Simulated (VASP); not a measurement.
SnSe: single point with PBEsol

The system is SnSe.

```
CELL_PARAMETERS angstrom
0.00000 3.02993 3.02993
3.02993 0.00000 3.02993
3.02993 3.02993 0.00000
ATOMIC_POSITIONS crystal
Sn 0.00000 0.00000 0.00000
Se 0.50000 0.50000 0.50000
```

- Program: VASP 6.6.1
- Task: single point
- Functional: PBEsol
- Potentials or basis: VASP PAW PBE potentials, release 64 (Sn_d, Se)
- Cutoff: 520 eV
- k mesh: 8 × 8 × 8
- Occupations: fermi-dirac, width 0.05 eV
- Spin: no spin polarisation
- Dipole correction: no
- Further INCAR settings: ALGO = Normal; EDIFF = 1e-06; NBANDS = 17

| Item | Value |
| --- | --- |
| Pressure | -2.8 GPa |
| Band gap on the k mesh | 0.57 eV, direct |

Levels at points of the mesh, in eV from the valence-band top:
| k point | band 6 | band 7 | band 8 | band 9 | band 10 | band 11 | band 12 | band 13 | band 14 | band 15 |
| --- | --- | --- | --- | --- | --- | --- | --- | --- | --- | --- |
| (0.00, 0.00, 0.00) | -13.67 | -5.10 | -2.05 | -2.05 | -2.05 | 4.28 | 4.28 | 4.28 | 5.90 | 5.90 |
| (0.50, 0.00, 0.00) | -12.78 | -7.91 | -1.81 | -1.81 | 0.00 | 0.57 | 1.30 | 1.30 | 8.14 | 10.03 |
| (0.50, 0.50, 0.00) | -12.52 | -5.96 | -5.29 | -3.48 | -3.48 | 3.06 | 5.28 | 5.28 | 5.88 | 10.47 |

Run time: 14 s on 1 thread of AMD EPYC 9R45 (Zen 5), with other jobs on the host, peak memory 0.15 GiB.

Caveat: the PAW data sets were made with another functional, which shifts forces and pressure a little; spin-orbit coupling is left out, which moves the levels of the heavy elements. A k mesh can miss the band edges.
